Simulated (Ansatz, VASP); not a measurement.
**AlRu: VASP beside Ansatz**

```
CELL_PARAMETERS angstrom
3.03383 0.00000 0.00000
0.00000 3.03383 0.00000
0.00000 0.00000 3.03383
ATOMIC_POSITIONS crystal
Al 0.00000 0.00000 0.00000
Ru 0.50000 0.50000 0.50000
```

Alike in both runs: task single point; functional PBE; k mesh 14 × 14 × 14; occupations gaussian, width 0.1 eV; no spin polarisation.

|  | VASP | Ansatz |
| --- | --- | --- |
| version | VASP 6.6.1 | Ansatz 0.2.0 |
| potentials or method | VASP PAW PBE potentials, release 64 (Al, Ru_pv), cutoff 520 eV | scalar-relativistic, plane waves, PAW |
| valence electrons in the cell | 17 | 19 |

VASP gave:

- gap on the k mesh at the Fermi level (eV): none
- pressure (GPa): -5.7

Problem. Estimate Ansatz's values.

Solution. gap on the k mesh at the Fermi level (eV): none; pressure (GPa): -5.6.

A gap of «none» marks a metal or a gap that the smearing closes. VASP's potentials hold 17 valence electrons a cell and Ansatz's 19, so a difference there can come from the potentials and not from the codes.
